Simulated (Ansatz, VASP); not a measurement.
# One calculation of Zr3CdC, two programs

```
Zr Cd C
1.0
     4.57050    0.00000    0.00000
     0.00000    4.57050    0.00000
     0.00000    0.00000    4.57050
Zr Cd C
3 1 1
Direct
  0.00000 0.50000 0.50000
  0.50000 0.00000 0.50000
  0.50000 0.50000 0.00000
  0.00000 0.00000 0.00000
  0.50000 0.50000 0.50000
```

Change from the starting cell: species swapped into the TbBRh3 type (Pm-3m, No. 221).

Alike in both runs: functional PBE; k mesh 4 × 4 × 4; occupations gaussian, width 0.1 eV; no spin polarisation.

Ansatz relaxed the structure, and its values are those at the end. VASP's run is a single point on that final structure, the one shown.

|  | VASP | Ansatz |
| --- | --- | --- |
| version | VASP 6.6.1 | Ansatz 0.2.0 |
| potentials or method | VASP PAW PBE potentials, release 64 (Zr_sv, Cd, C), cutoff 520 eV | scalar-relativistic, plane waves, PAW |
| valence electrons in the cell | 52 | 60 |

Ansatz gave:

| Item | Value |
| --- | --- |
| gap on the k mesh at the Fermi level (eV) | none |
| pressure (GPa) | 0.1 |

**Question.** Which values does VASP return?

**Answer.** gap on the k mesh at the Fermi level (eV): none; pressure (GPa): 0.3.

A gap of «none» marks a metal or a gap that the smearing closes. VASP's potentials hold 52 valence electrons a cell and Ansatz's 60, so a difference there can come from the potentials and not from the codes.
